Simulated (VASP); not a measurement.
Write the native input for VASP 6.6.1 that does the following.

| Quantity | Value |
| --- | --- |
| Task | relaxation of cell and atoms |
| Functional | PBE |
| Potentials or basis | VASP PAW PBE potentials, release 64 (Ca_sv, La) |
| Cutoff | 600 eV |
| k mesh | 4 × 4 × 4 |
| Occupations | gaussian, width 0.1 eV |
| Spin | no spin polarisation |
| Dipole correction | no |
| Further INCAR settings | ALGO = Fast; EDIFF = 1e-06; IBRION = 2; EDIFFG = -0.04; NSW = 90; ISIF = 3 |

The structure of CaLa3 lies in POSCAR:

```
CaLa3
1.0
    4.5955398700      0.0000000000      0.0000000000
    0.0000000000      4.5955398700      0.0000000000
    0.0000000000      0.0000000000      4.5955398700
Ca La
1 3
Direct
    0.0000000000      0.0000000000      0.0000000000
    0.0000000000      0.5000000000      0.5000000000
    0.5000000000      0.0000000000      0.5000000000
    0.5000000000      0.5000000000      0.0000000000
```

The cell was built from a structure type or drawn by symmetry, and may not be a known phase.

One way to write it, as run:

INCAR

```
ALGO = Fast ; EDIFF = 1E-6
EDIFFG = -0.04 ; ENCUT = 600
GGA = PE ; IBRION = 2
ISIF = 3 ; ISMEAR = 0
LASPH = True ; LCHARG = False
LREAL = False ; LWAVE = False
NELM = 60 ; NSW = 90
PREC = Accurate ; SIGMA = 0.1
```

KPOINTS

```
k-points
0
Gamma
  4 4 4
```

Potentials or basis: VASP PAW PBE potentials, release 64 (Ca_sv, La).

Command:

```sh
$ cat potpaw_PBE.64/Ca_sv/POTCAR potpaw_PBE.64/La/POTCAR > POTCAR
$ mpirun -np 1 vasp_std > vasp.out
```

It gave:

- Relaxed volume: 37.76 Å³/atom
- Relaxed cell: a = 5.326 Å, b = 5.326 Å, c = 5.326 Å, α = 90.00°, β = 90.00°, γ = 90.00°
- Space group after relaxing (to 0.1 Å): Pm-3m (No. 221)
- Pressure after relaxing: 0.0 GPa
- Band gap on the k mesh: zero (an odd number of electrons rules out a gap without spin polarisation)

Caveat: the volume moved by over 15 % at a fixed basis, so the end points are rough; spin-orbit coupling is left out, which moves the levels of the heavy elements.

Wall time 28 min on 1 thread of Intel(R) Xeon(R) Platinum 8488C (Sapphire Rapids) (shared host), peak memory 0.28 GiB.
